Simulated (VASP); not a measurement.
# BN (zinc blende) (F-43m) in VASP: notebook

BN (zinc blende) is run at these levels: PBE; tasks: single point.

Everything below comes from runs of VASP 6.6.1. Logs are shortened: lines on timing, memory, paths and dates and some standing lists are left out, and cuts for length are marked.

### Step 1. The cell of the first run

Symmetry: F-43m, No. 216, cubic system. Conventional cell: a = 3.399 Å, b = 3.399 Å, c = 3.399 Å, α = 90.00°, β = 90.00°, γ = 90.00°. B (site symmetry -43m) has 4 N at 1.47 Å within 2.0 Å. N (site symmetry -43m) has 4 B at 1.47 Å within 2.0 Å.

### Step 2. Single point, PBE (volume scaled by 0.831)

The input, INCAR:

```
ALGO = Normal
EDIFF = 1E-6
ENCUT = 520
GGA = PE
ISIF = 2
ISMEAR = 0
LASPH = True
LCHARG = False
LREAL = False
LWAVE = False
NBANDS = 11
NELM = 100
PREC = Accurate
SIGMA = 0.01
```

The input, KPOINTS:

```
k-points
0
Gamma
  10 10 10
```

The input, POSCAR:

```
BN
1.0
    0.0000000000      1.6994276261      1.6994276261
    1.6994276261      0.0000000000      1.6994276261
    1.6994276261      1.6994276261      0.0000000000
B N
1 1
Direct
    0.0000000000      0.0000000000      0.0000000000
    0.2500000000      0.2500000000      0.2500000000
```

Potentials or basis: VASP PAW PBE potentials, release 64 (B, N).

The run is started by

```console
> cat potpaw_PBE.64/B/POTCAR potpaw_PBE.64/N/POTCAR > POTCAR
> mpirun -np 1 vasp_std > vasp.out
```

OUTCAR:

```text
EDIFF = 1E-6
   ENCUT = 520
   GGA = PE
   ISIF = 2
   ISMEAR = 0
   LASPH = True
   LREAL = False
   NELM = 100
   PREC = Accurate

 ion  position               nearest neighbor table
   1  0.000  0.000  0.000-   2 1.47   2 1.47   2 1.47   2 1.47
   2  0.250  0.250  0.250-   1 1.47   1 1.47   1 1.47   1 1.47

  LATTYP: Found a face centered cubic cell.
 ALAT       =     3.3988552522

  Lattice vectors:

 A1 = (   0.0000000000,   1.6994276261,   1.6994276261)
 A2 = (   1.6994276261,   0.0000000000,   1.6994276261)
 A3 = (   1.6994276261,   1.6994276261,   0.0000000000)

Analysis of symmetry for initial positions (statically):
=====================================================================
 Subroutine PRICEL returns:
 Original cell was already a primitive cell.

 Routine SETGRP: Setting up the symmetry group for a
 face centered cubic supercell.

 Subroutine GETGRP returns: Found 24 space group operations
 (whereof 24 operations were pure point group operations)
 out of a pool of 48 trial point group operations.

The static configuration has the point symmetry T_d .

Analysis of symmetry for dynamics (positions and initial velocities):
=====================================================================
 Subroutine PRICEL returns:
 Original cell was already a primitive cell.

 Routine SETGRP: Setting up the symmetry group for a
 face centered cubic supercell.

 Subroutine GETGRP returns: Found 24 space group operations
 (whereof 24 operations were pure point group operations)
 out of a pool of 48 trial point group operations.

The dynamic configuration has the point symmetry T_d .

 Subroutine INISYM returns: Found 24 space group operations
 (whereof 24 operations are pure point group operations),
 and found     1 'primitive' translations

----------------------------------------------------------------------------------------

                                     Primitive cell

  volume of cell :       9.8161

  direct lattice vectors                    reciprocal lattice vectors
     0.000000000  1.699427626  1.699427626    -0.294216707  0.294216707  0.294216707
     1.699427626  0.000000000  1.699427626     0.294216707 -0.294216707  0.294216707
     1.699427626  1.699427626  0.000000000     0.294216707  0.294216707 -0.294216707

  length of vectors
     2.403353597  2.403353597  2.403353597     0.509598285  0.509598285  0.509598285

  position of ions in fractional coordinates (direct lattice)
     0.000000000  0.000000000  0.000000000
     0.250000000  0.250000000  0.250000000

  ion indices of the primitive-cell ions
   primitive index   ion index
                 1           1
                 2           2

----------------------------------------------------------------------------------------

 KPOINTS: k-points

Automatic generation of k-mesh.
 Grid dimensions read from file:
 generate k-points for:   10   10   10

 Generating k-lattice:

  Cartesian coordinates                     Fractional coordinates (reciprocal lattice)
    -0.029421671  0.029421671  0.029421671     0.100000000  0.000000000  0.000000000
     0.029421671 -0.029421671  0.029421671     0.000000000  0.100000000  0.000000000
     0.029421671  0.029421671 -0.029421671     0.000000000  0.000000000  0.100000000

  Length of vectors
     0.050959829  0.050959829  0.050959829

  Shift w.r.t. Gamma in fractional coordinates (k-lattice)
     0.000000000  0.000000000  0.000000000

 Subroutine IBZKPT returns following result:
 ===========================================

 Found     47 irreducible k-points:

 Following reciprocal coordinates:
            Coordinates               Weight
  0.000000  0.000000  0.000000      1.000000
  0.100000  0.000000  0.000000      8.000000
  0.200000  0.000000  0.000000      8.000000
  0.300000  0.000000  0.000000      8.000000
  0.400000  0.000000  0.000000      8.000000
  0.500000  0.000000  0.000000      4.000000
[... 16 lines left out ...]
  0.300000  0.300000  0.000000      6.000000
  0.400000  0.300000  0.000000     24.000000
 [... further k-points ...]
   k-points           NKPTS =     47   k-points in BZ     NKDIM =     47   number of bands    NBANDS=     11
   number of dos      NEDOS =    301   number of ions     NIONS =      2
   total plane-waves  NPLWV =   5832
   dimension x,y,z NGX =    18 NGY =   18 NGZ =   18
   dimension x,y,z NGXF=    36 NGYF=   36 NGZF=   36
   ions per type =               1   1
   NGX,Y,Z   is equivalent  to a cutoff of  12.45, 12.45, 12.45 a.u.
   NGXF,Y,Z  is equivalent  to a cutoff of  24.90, 24.90, 24.90 a.u.
 SYSTEM =  unknown system
   PREC   = accura    normal or accurate (medium, high low for compatibility)
   ISTART =      0    job   : 0-new  1-cont  2-samecut
   ICHARG =      2    charge: 1-file 2-atom 10-const
   ISPIN  =      1    spin polarized calculation?
   LNONCOLLINEAR =      F non collinear calculations
   LSORBIT =      F    spin-orbit coupling
   LASPH  =      T    aspherical Exc in radial PAW
   ENCUT  =  520.0 eV  38.22 Ry    6.18 a.u.   4.47  4.47  4.47*2*pi/ulx,y,z
   NELM   =    100;   NELMIN=  2; NELMDL= -5     # of ELM steps
   EDIFF  = 0.1E-05   stopping-criterion for ELM
   LREAL  =      F    real-space projection
   EDIFFG = 0.1E-04   stopping-criterion for IOM
   NSW    =      0    number of steps for IOM
   IBRION =     -1    ionic relax: 0-MD 1-quasi-New 2-CG
   NFREE  =      0    steps in history (QN), initial steepest desc. (CG)
   ISIF   =      2    stress and relaxation
   ISYM   =      2    0-nonsym 1-usesym 2-fastsym
   POTIM  = 0.5000    time-step for ionic-motion
   TEBEG  =    0.0;   TEEND  =   0.0 temperature during run
   PSTRESS=    0.0 pullay stress
   NELECT =       8.0000    total number of electrons
   NUPDOWN=      -1.0000    fix difference up-down
   EMIN   =  10.00;   EMAX   =-10.00  energy-range for DOS
   EFERMI =   0.00;   METHOD = LEGACY
   ISMEAR =     0;   SIGMA  =   0.01  broadening in eV -4-tet -1-fermi 0-gaus
   EFERMI_NEDOS =   21; number of points for ismear=-14 and -15
   IALGO  =     38    algorithm
   IMIX   =      4    mixing-type and parameters
     AMIX     =   0.40;   BMIX     =  1.00
     AMIX_MAG =   1.60;   BMIX_MAG =  1.00
  volume/ion in A,a.u.               =       4.91        33.12
  Fermi-wavevector in a.u.,A,eV,Ry     =   1.529181  2.889733 31.815778  2.338394
  Thomas-Fermi vector in A             =   2.636837
   LORBIT       =      0    0 simple, 1 ext, 2 COOP (PROOUT), +10 PAW based schemes
   GGA     = PE    functional components
   LHFCALC =     F    Hartree Fock is set to
   AEXX    =    0.0000 exact exchange contribution
   IVDW    =     0    specifies the selected vdW correction
   LEPSILON=     F    determine dielectric tensor
   LRPA    =     F    only Hartree local field effects (RPA)
 non-spin polarized calculation
 Gauss-broadening in eV      SIGMA  =   0.01
  energy-cutoff  :      520.00
  volume of cell :        9.82
 maximum number of plane-waves:       275
 NGX is ok and might be reduce to    18
   NGX =  9   NGY =  9   NGZ =  9

 number of electron       8.0000000 magnetization

 Free energy of the ion-electron system (eV)
  ---------------------------------------------------
  ext. energy  EPLUGINS =         0.00000000
  ---------------------------------------------------
  free energy    TOTEN  =       -16.86829655 eV

  energy without entropy =      -16.86829655  energy(sigma->0) =      -16.86829655

 E-fermi :  10.0175     XC(G=0): -13.7592

 val. band max:        9.8604918215   @ k =   0.0000   0.0000   0.0000
 cond. band min:      14.4930847170   @ k =   0.5000   0.5000   0.0000
 fundamental gap:      4.6325928955
 Fermi energy:        10.0175497198

 k-point     1 :       0.0000    0.0000    0.0000
  band No.  band energies     occupation
      1     -12.6333      2.00000
      2       9.8605      2.00000
      3       9.8605      2.00000
      4       9.8605      2.00000
      5      19.5643      0.00000
      6      19.5643      0.00000
      7      19.5643      0.00000
      8      23.3867      0.00000
      9      38.2513      0.00000
     10      39.9966      0.00000
     11      39.9966      0.00000

 k-point     2 :       0.1000    0.0000    0.0000
  band No.  band energies     occupation
      1     -12.3533      2.00000
      2       8.4100      2.00000
      3       9.5483      2.00000
      4       9.5483      2.00000
      5      20.0351      0.00000
      6      20.0351      0.00000
      7      20.1506      0.00000
      8      24.0438      0.00000
      9      36.9781      0.00000
     10      36.9781      0.00000
     11      37.1726      0.00000

 k-point     3 :       0.2000    0.0000    0.0000
  band No.  band energies     occupation
      1     -11.5238      2.00000
      2       5.3032      2.00000
      3       8.8585      2.00000
      4       8.8585      2.00000
      5      20.9779      0.00000
      6      20.9779      0.00000
      7      21.0650      0.00000
      8      25.4349      0.00000
      9      35.3225      0.00000
     10      35.3225      0.00000
     11      36.0002      0.00000

 k-point     4 :       0.3000    0.0000    0.0000
  band No.  band energies     occupation
      1     -10.1929      2.00000
      2       1.8925      2.00000
      3       8.1716      2.00000
      4       8.1716      2.00000
      5      21.5682      0.00000
      6      21.5682      0.00000
      7      21.8387      0.00000
      8      26.4551      0.00000
      9      35.7331      0.00000
     10      35.7821      0.00000
     11      35.7821      0.00000
[... 239 lines left out ...]
 k-point    22 :      -0.2000    0.2000    0.0000
  band No.  band energies     occupation
      1      -9.7530      2.00000
      2       2.8522      2.00000
      3       4.8094      2.00000
      4       8.3081      2.00000
      5      21.7167      0.00000
      6      22.1198      0.00000
      7      23.2074      0.00000
      8      26.3047      0.00000
      9      32.5957      0.00000
     10      34.6668      0.00000
     11      40.7701      0.00000

 k-point    23 :       0.3000    0.3000    0.0000
  band No.  band energies     occupation
      1      -9.3987      2.00000
      2       4.1944      2.00000
      3       5.4269      2.00000
      4       5.4269      2.00000
      5      16.5851      0.00000
      6      21.8220      0.00000
      7      26.7983      0.00000
      8      26.7983      0.00000
      9      31.6231      0.00000
     10      41.5562      0.00000
     11      44.6335      0.00000

 k-point    24 :       0.4000    0.3000    0.0000
  band No.  band energies     occupation
      1      -8.1836      2.00000
      2       2.2937      2.00000
      3       4.4817      2.00000
      4       4.9456      2.00000
      5      16.4731      0.00000
      6      21.6262      0.00000
      7      27.8000      0.00000
      8      27.9169      0.00000
      9      32.6869      0.00000
     10      41.1482      0.00000
     11      44.8628      0.00000

 [... further k-points ...]
[... 5 lines left out ...]
  --------------------------------------------------------------------------------------
  -------------------------------------------------------------------------------------
  Total        6.2931380      6.2931380      6.2931380      0.0000000      0.0000000     -0.0000000
  in kB     1027.1640709   1027.1640709   1027.1640709      0.0000000      0.0000000     -0.0000000
  external PRESSURE =    1027.1640709 kB  Pullay stress =       0.0000000 kB

 VOLUME and BASIS-vectors are now :
 -----------------------------------------------------------------------------
  energy-cutoff  :      520.00
  volume of cell :        9.82
      direct lattice vectors                 reciprocal lattice vectors
     0.000000000  1.699427626  1.699427626    -0.294216707  0.294216707  0.294216707
     1.699427626  0.000000000  1.699427626     0.294216707 -0.294216707  0.294216707
     1.699427626  1.699427626  0.000000000     0.294216707  0.294216707 -0.294216707

 POSITION                                       TOTAL-FORCE (eV/Angst)
 -----------------------------------------------------------------------------------
      0.00000      0.00000      0.00000         0.000000      0.000000      0.000000
      0.84971      0.84971      0.84971        -0.000000     -0.000000     -0.000000
 -----------------------------------------------------------------------------------
    total drift:                                0.000000      0.000000      0.000000

  FREE ENERGIE OF THE ION-ELECTRON SYSTEM (eV)
  ---------------------------------------------------
  free  energy   TOTEN  =       -16.8682965458 eV

  energy  without entropy=      -16.8682965458  energy(sigma->0) =      -16.86829655
```

Run time: 5.1 s. Hardware: 1 thread of AMD EPYC 7R13, shared host; peak memory 0.08 GiB.

What came out:

| Item | Value |
| --- | --- |
| Free energy | -16.8683 eV |
| Pressure | 102.7 GPa |
| Band gap on the k mesh | 4.63 eV, indirect (least direct gap 9.70 eV) |

### Step 3. Single point, PBE (volume scaled by 0.8)

The input, INCAR:

```
PREC = Accurate ; ENCUT = 600
EDIFF = 1E-6 ; ISMEAR = 0
SIGMA = 0.01 ; LREAL = F
LASPH = T ; NELM = 120
ALGO = Normal ; ISIF = 2
LWAVE = F ; LCHARG = F
GGA = PE ; NBANDS = 11
GGA_COMPAT = F
```

The input, KPOINTS:

```
regular mesh
0
Gamma
  10 10 10
```

The input, POSCAR:

```
BN
1.0
    0.0000000000      1.6780271951      1.6780271951
    1.6780271951      0.0000000000      1.6780271951
    1.6780271951      1.6780271951      0.0000000000
B N
1 1
Direct
    0.0000000000      0.0000000000      0.0000000000
    0.2500000000      0.2500000000      0.2500000000
```

Potentials or basis: VASP PAW PBE potentials, release 64 (B, N).

The run is started by

```console
> cat potpaw_PBE.64/B/POTCAR potpaw_PBE.64/N/POTCAR > POTCAR
> mpirun -np 1 vasp_std > vasp.out
```

It took 4.7 s on 1 thread of Intel Xeon Platinum 8488C (Sapphire Rapids), shared host; peak memory 0.12 GiB.

Results (log left out):

* Free energy: -16.6041 eV
* Pressure: 131.2 GPa
* Band gap on the k mesh: 4.66 eV, indirect (least direct gap 9.89 eV)

Levels at points of the mesh, in eV from the valence-band top:
| k point | band 1 | band 2 | band 3 | band 4 | band 5 | band 6 | band 7 | band 8 | band 9 |
| --- | --- | --- | --- | --- | --- | --- | --- | --- | --- |
| (0.00, 0.00, 0.00) | -23.00 | 0.00 | 0.00 | 0.00 | 9.89 | 9.89 | 9.89 | 14.22 | 29.17 |
| (0.50, 0.00, 0.00) | -17.65 | -12.93 | -2.40 | -2.40 | 11.92 | 11.92 | 13.25 | 17.55 | 27.06 |
| (0.50, 0.50, 0.00) | -15.96 | -10.53 | -6.12 | -6.12 | 4.66 | 10.46 | 21.61 | 21.61 | 25.05 |

 A k mesh can miss the band edges.

(Part 1 of 2 ends here.)
